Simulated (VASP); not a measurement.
The system is ZrC.

```
Zr C
1.0
     3.36102    0.02253   -0.02976
    -1.66099    2.89957    0.02954
    -0.04642    0.02640    5.33279
Zr C
2 2
Direct
  0.33696 0.67599 0.24603
  0.68904 0.32775 0.74611
  0.03363 0.01770 0.99926
  0.01846 0.00450 0.49087
```

Base run:

| Item | Value |
| --- | --- |
| Program | VASP 6.6.1 |
| Functional | PBE |
| Potentials or basis | VASP PAW PBE potentials, release 64 (Zr_sv, C) |
| Cutoff | 520 eV |
| k mesh | 6 × 6 × 4 |
| Occupations | gaussian, width 0.1 eV |
| Spin | no spin polarisation |

Its results: band gap on the k mesh zero (bands 16 and 17 overlap by 1.18 eV); pressure 1.0 GPa; largest force 1.044 eV/Å.

Q: The run is repeated on the same cell with these changes: k mesh from 6 × 6 × 4 to 4 × 4 × 2. What comes out?

A: Band gap on the k mesh zero (bands 16 and 17 overlap by 0.28 eV); pressure 0.4 GPa; largest force 1.142 eV/Å.

Caveats: some runs use coarse meshes; forces of over 1 eV/Å act on the atoms, so gaps and moduli don't describe the material at rest.
